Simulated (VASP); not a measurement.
Input of a VASP 6.6.1 run:

File INCAR:

```
PREC = Accurate ; ENCUT = 520
EDIFF = 1E-7 ; ISMEAR = -1
SIGMA = 0.02 ; LREAL = F
LASPH = T ; NELM = 60
ALGO = Normal ; ISIF = 2
LWAVE = F ; LCHARG = F
GGA = PS ; NBANDS = 14
```

The input KPOINTS:

```
Automatic mesh
0
Gamma
  6 6 6
```

Contents of POSCAR:

```
CdH2
1.0
    0.0000000000      2.5271675656      2.5271675656
    2.5271675656      0.0000000000      2.5271675656
    2.5271675656      2.5271675656      0.0000000000
Cd H
1 2
Direct
    0.0000000000      0.0000000000      0.0000000000
    0.2500000000      0.2500000000      0.2500000000
    0.7500000000      0.7500000000      0.7500000000
```

Potentials or basis: VASP PAW PBE potentials, release 64 (Cd, H).

Command:

```console
$ cat potpaw_PBE.64/Cd/POTCAR potpaw_PBE.64/H/POTCAR > POTCAR
$ mpirun -np 1 vasp_std > vasp.out
```

Task: Predict the pressure.

Result: -1.4 GPa.

Task: What does it give for the band gap on the k mesh?

Result: Zero (band 7 reaches 1.95 eV, above the bottom of band 8 at 0.82 eV).

Caveat: the PAW data sets were made with another functional, which shifts forces and pressure a little.
